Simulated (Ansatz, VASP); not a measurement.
## Two plane-wave programs on Re

```xyz
2
Lattice="0.0000 2.4228 2.4228 2.4228 0.0000 2.4228 2.4228 2.4228 0.0000" Properties=species:S:1:pos:R:3 pbc="T T T"
Re   -0.6057   -0.6057   -0.6057
Re    0.6057    0.6057    0.6057
```

Change from the starting cell: volume scaled by 0.65, PAW files.

Alike in both runs: task single point; functional PBEsol; k mesh 12 × 12 × 12; occupations fermi-dirac, width 0.05 eV; no spin polarisation.

|  | VASP | Ansatz |
| --- | --- | --- |
| version | VASP 6.6.1 | Ansatz 0.2.0 |
| potentials or method | VASP PAW PBE potentials, release 64 (Re_sv_GW) | PAW with Ansatz's default frozen-core files, scalar-relativistic |
| plane-wave cutoff (eV) | 500 | 420 |
| valence electrons in the cell | 30 | 30 |

|  | VASP | Ansatz | Ansatz less VASP |
| --- | --- | --- | --- |
| pressure (GPa) | 199.5 | 200.1 | +0.63 |

VASP's potentials were made for PBE, not for PBEsol. Both programs put the cell under a high pressure, so it lies far from rest at this level.

Spin-orbit coupling is off throughout. Noted on VASP's run: the cell as given lies far from equilibrium.
